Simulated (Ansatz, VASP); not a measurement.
# PtSe2 in VASP and in Ansatz

```
Se Pt
1.0
     3.70910    0.00000    0.00000
    -1.85455    3.21217    0.00000
     0.00000    0.00000   49.24000
Se Pt
6 3
Direct
  0.66667 0.33333 0.17592
  0.33333 0.66667 0.22918
  0.66667 0.33333 0.28534
  0.33333 0.66667 0.33854
  0.66667 0.33333 0.39471
  0.33333 0.66667 0.44796
  0.00000 0.00000 0.20275
  0.00000 0.00000 0.31194
  0.00000 0.00000 0.42113
```

Alike in both runs: functional r2SCAN; dispersion rVV10; k mesh 12 × 12 × 1; occupations gaussian, width 0.02 eV; no spin polarisation.

Ansatz relaxed the structure, and its values are those at the end. VASP's run is a single point on that final structure, the one shown.

```csv
,VASP,Ansatz
version,VASP 6.6.1,Ansatz 0.2.0
potentials or method,"VASP PAW PBE potentials, release 64 (Se, Pt)","scalar-relativistic, plane waves, PAW"
plane-wave cutoff (eV),520,500
valence electrons in the cell,66,150
```

```csv
,VASP,Ansatz,Ansatz less VASP
gap on the k mesh at the Fermi level (eV),0.43,0.44,+0.013
least direct gap on the mesh (eV),0.95,0.96,+0.012
rms of the force components (eV/Å),0.019,0.000,-0.0189
```

VASP's potentials were made for PBE, not for r2SCAN. VASP's potentials hold 66 valence electrons a cell and Ansatz's 150, so a difference there can come from the potentials and not from the codes. Ansatz's warnings: slab cell height set, xc potential rough in thin density.

Neither program's run includes spin-orbit coupling.
